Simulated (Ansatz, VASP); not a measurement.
**Two plane-wave programs on In2Sb**

```
CELL_PARAMETERS angstrom
5.37990 0.00000 0.00000
-2.68995 4.65913 0.00000
0.00000 0.00000 6.72255
ATOMIC_POSITIONS crystal
In 0.66667 0.33333 0.25000
In 0.33333 0.66667 0.75000
In 0.00000 0.00000 0.50000
In 0.00000 0.00000 0.00000
Sb 0.66667 0.33333 0.75000
Sb 0.33333 0.66667 0.25000
```

Alike in both runs: task single point; functional PBEsol; k mesh 12 × 12 × 6; occupations gaussian, width 0.1 eV; no spin polarisation.

|  | VASP | Ansatz |
| --- | --- | --- |
| version | VASP 6.6.1 | Ansatz 0.2.0 |
| potentials or method | VASP PAW PBE potentials, release 64 (In_d, Sb), cutoff 520 eV | scalar-relativistic, plane waves, PAW |
| valence electrons in the cell | 62 | 82 |

VASP gave:

```
gap on the k mesh at the Fermi level (eV)                     : none
pressure (GPa)                                                : -2.6
traceless stress, the component that is largest in VASP (GPa) : -0.96
```

**Question.** Estimate Ansatz's values.

**Answer.** gap on the k mesh at the Fermi level (eV): none; pressure (GPa): -2.6; traceless stress, the component that is largest in VASP (GPa): -0.95.

VASP's potentials were made for PBE, not for PBEsol. A gap of «none» marks a metal or a gap that the smearing closes. With one functional, cell and mesh, what is left measures potentials, basis and numerics. VASP's potentials hold 62 valence electrons a cell and Ansatz's 82, so a difference there can come from the potentials and not from the codes.

Spin-orbit coupling is off throughout.
